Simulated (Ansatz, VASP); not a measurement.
**SrO: VASP beside Ansatz**

The input INCAR:

```
SYSTEM = SrO
  ALGO = Normal
  EDIFF = 1E-7
  ENCUT = 520
  GGA = PE
  ISIF = 2
  ISMEAR = 0
  LASPH = .TRUE.
  LCHARG = .FALSE.
  LREAL = .FALSE.
  LWAVE = .FALSE.
  NBANDS = 24
  NELM = 60
  PREC = Accurate
  SIGMA = 0.02
```

Contents of KPOINTS:

```
k-points
0
G
  9 9 6
  0 0 0
```

The input POSCAR:

```
SrO
1.0
    3.5532880902      0.0000000000      0.0000000000
   -1.7766440451      3.0772377531      0.0000000000
    0.0000000000      0.0000000000      6.2173039800
Sr O
2 2
Direct
    0.3333333300      0.6666666700      0.2572378639
    0.6666666700      0.3333333300      0.7500000000
    0.0000000000      0.0000000000      0.0000000000
    0.0000000000      0.0000000000      0.5000000000
```

Input for Ansatz:

```yaml
crystal:
  lattice:
    - [3.5532880902, 0.0, 0.0]
    - [-1.7766440451, 3.0772377531, 0.0]
    - [0.0, 0.0, 6.21730398]
  atoms:
    - { symbol: Sr, position: [0.33333333, 0.66666667, 0.2572378639] }
    - { symbol: Sr, position: [0.66666667, 0.33333333, 0.75] }
    - { symbol: O, position: [0.0, 0.0, 0.0] }
    - { symbol: O, position: [0.0, 0.0, 0.5] }
basis:
  ecutwfc: 420
kpoints:
  mp_grid: { grid: [9, 9, 6] }
hamiltonian:
  xc: pbe
scf:
  occupations: { method: gaussian, width: 0.02 }
output:
  forces: true
  stress: true
  eigenvalues: true
```

Change from the starting cell: one atom moved.

Alike in both runs: task single point; functional PBE; k mesh 9 × 9 × 6; occupations gaussian, width 0.02 eV; no spin polarisation.

|  | VASP | Ansatz |
| --- | --- | --- |
| version | VASP 6.6.1 | Ansatz 0.2.0 |
| potentials or method | VASP PAW PBE potentials, release 64 (Sr_sv, O), cutoff 520 eV | scalar-relativistic, plane waves, PAW |
| valence electrons in the cell | 32 | 32 |

VASP gave:

| Quantity | Value |
| --- | --- |
| gap on the k mesh at the Fermi level (eV) | 3.08 |
| least direct gap on the mesh (eV) | 3.08 |
| pressure (GPa) | 2.1 |
| traceless stress, the component that is largest in VASP (GPa) | -0.19 |
| rms of the force components (eV/Å) | 0.167 |

Question: Which values does Ansatz return?

Answer: gap on the k mesh at the Fermi level (eV): 3.08; least direct gap on the mesh (eV): 3.08; pressure (GPa): 1.5; traceless stress, the component that is largest in VASP (GPa): -0.17; rms of the force components (eV/Å): 0.165.

Atom by atom the forces differ by 0.003 eV/Å (rms over components). With one functional, cell and mesh, what is left measures potentials, basis and numerics.
